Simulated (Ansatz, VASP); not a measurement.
# TiO2: VASP beside Ansatz

```
Ti O
1.0
    -4.36962    4.36962    1.88351
     4.36962   -4.36962    1.88351
     4.36962    4.36962   -1.88351
Ti O
4 8
Direct
  0.29053 0.00316 0.29369
  0.00316 0.70947 0.71264
  0.99684 0.29053 0.28736
  0.70947 0.99684 0.70631
  0.49836 0.15129 0.64965
  0.16047 0.84112 0.00159
  0.15129 0.50164 0.65293
  0.15888 0.16047 0.31936
  0.84112 0.83953 0.68064
  0.84871 0.49836 0.34707
  0.83953 0.15888 0.99841
  0.50164 0.84871 0.35035
```

Alike in both runs: task single point; functional r2SCAN; k mesh 8 × 8 × 8; occupations gaussian, width 0.02 eV; no spin polarisation.

```csv
,VASP,Ansatz
version,VASP 6.6.1,Ansatz 0.2.0
potentials or method,"VASP PAW PBE potentials, release 64 (Ti_sv, O), cutoff 520 eV","scalar-relativistic, plane waves, PAW"
valence electrons in the cell,96,96
```

|  | VASP | Ansatz | Ansatz less VASP |
| --- | --- | --- | --- |
| gap on the k mesh at the Fermi level (eV) | 2.13 | 2.12 | -0.007 |
| least direct gap on the mesh (eV) | 2.82 | 2.81 | -0.010 |
| pressure (GPa) | -0.9 | -2.0 | -1.09 |
| rms of the force components (eV/Å) | 0.052 | 0.003 | -0.0489 |

VASP's potentials were made for PBE, not for r2SCAN. Atom by atom the forces differ by 0.049 eV/Å (rms over components). The functional is the same, so the differences come from potentials, cutoffs and numerics.
